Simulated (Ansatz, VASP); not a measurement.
**One calculation of InH, two programs**

```
CELL_PARAMETERS angstrom
3.16693 0.00000 0.00000
-1.58347 2.74264 0.00000
0.00000 0.00000 3.88047
ATOMIC_POSITIONS crystal
In 0.00000 0.00000 0.50000
H 0.00000 0.00000 0.00000
```

Alike in both runs: task relaxation of cell and atoms; functional PBE; k mesh 24 × 24 × 14; occupations gaussian, width 0.1 eV; no spin polarisation.

|  | VASP | Ansatz |
| --- | --- | --- |
| version | VASP 6.6.1 | Ansatz 0.2.0 |
| potentials or method | VASP PAW PBE potentials, release 64 (In_d, H), cutoff 600 eV | scalar-relativistic, plane waves, PAW |
| valence electrons in the cell | 14 | 14 |

```csv
,VASP,Ansatz,Ansatz less VASP
"gap on the k mesh at the Fermi level, each at its own relaxed structure (eV)",none,none,-
relaxed volume (Å³/atom),16.93,16.94,+0.004
relaxed cell length with the largest relative difference (Å),3.895,3.895,+0.0005
```

A gap of «none» marks a metal or a gap that the smearing closes.
